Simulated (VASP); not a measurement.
A run of VASP 6.6.1:

The input INCAR:

```
ALGO = Fast
EDIFF = 1E-6
ENCUT = 520
GGA = PS
ISIF = 2
ISMEAR = 0
LASPH = True
LCHARG = True
LELF = True
LREAL = False
LVHAR = True
LWAVE = False
NBANDS = 13
NELM = 100
PREC = Accurate
SIGMA = 0.1
```

KPOINTS

```
k-points
0
Gamma
  16 16 16
```

POSCAR

```
HfH2
1.0
   -1.7086455877      1.7086455877      2.0468426488
    1.7086455877     -1.7086455877      2.0468426488
    1.7086455877      1.7086455877     -2.0468426488
Hf H
1 2
Direct
    0.0000000000      0.0000000000      0.0000000000
    0.7500000000      0.2500000000      0.5000000000
    0.2500000000      0.7500000000      0.5000000000
```

Potentials or basis: VASP PAW PBE potentials, release 64 (Hf_pv, H).

Launch:

```sh
$ cat potpaw_PBE.64/Hf_pv/POTCAR potpaw_PBE.64/H/POTCAR > POTCAR
$ mpirun -np 1 vasp_std > vasp.out
```

Hardware: 1 thread of Oxide Virtual Turin-like Processor (shared host).

**Question.** Estimate the wall time of this run.

**Answer.** Wall time 76 s on 1 thread of Oxide Virtual Turin-like Processor, on a shared host, peak memory 0.19 GiB. Counts: scf iterations 13, k points 349.
